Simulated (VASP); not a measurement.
Input of a VASP 6.6.1 run:

The input INCAR:

```
SYSTEM = SbSe2
  ALGO = Normal
  EDIFF = 1E-6
  EDIFFG = -0.04
  ENCUT = 600
  GGA = PE
  IBRION = 2
  ISIF = 3
  ISMEAR = 0
  LASPH = .True.
  LCHARG = .False.
  LREAL = .False.
  LWAVE = .False.
  NELM = 100
  NSW = 90
  PREC = Accurate
  SIGMA = 0.1
```

Contents of KPOINTS:

```
k-points
0
Gamma
  4 4 4
  0 0 0
```

The input POSCAR:

```
SbSe2
1.0
    0.0000000000      3.6425272200      3.6425272200
    3.6425272200      0.0000000000      3.6425272200
    3.6425272200      3.6425272200      0.0000000000
Sb Se
1 2
Direct
    0.5000000000      0.5000000000      0.5000000000
    0.0000000000      0.0000000000      0.0000000000
    0.7500000000      0.7500000000      0.7500000000
```

Potentials or basis: VASP PAW PBE potentials, release 64 (Sb, Se).

Launch:

```console
$ cat potpaw_PBE.64/Sb/POTCAR potpaw_PBE.64/Se/POTCAR > POTCAR
$ mpirun -np 1 vasp_std > vasp.out
```

Task: Estimate the relaxed cell.

Result: a = 4.837 Å, b = 4.837 Å, c = 4.837 Å, α = 60.00°, β = 60.00°, γ = 60.00°.

Task: Estimate the space group after relaxing (to 0.05 Å).

Result: F-43m (No. 216).

Task: Predict the relaxed volume.

Result: 26.67 Å³/atom.

Step by step:
| step | energy change (eV) | largest force (eV/Å) | pressure (GPa) | volume (Å³) |
| --- | --- | --- | --- | --- |
| 1 | 0.0000 | 0.0000 | -6.29 | 96.66 |
| 2 | -0.3809 | 0.0000 | 0.11 | 80.02 |

Caveat: the k points lie up to 0.40 Å⁻¹ apart in the final cell; the volume moved by over 15 % at a fixed basis, so the end points are rough.
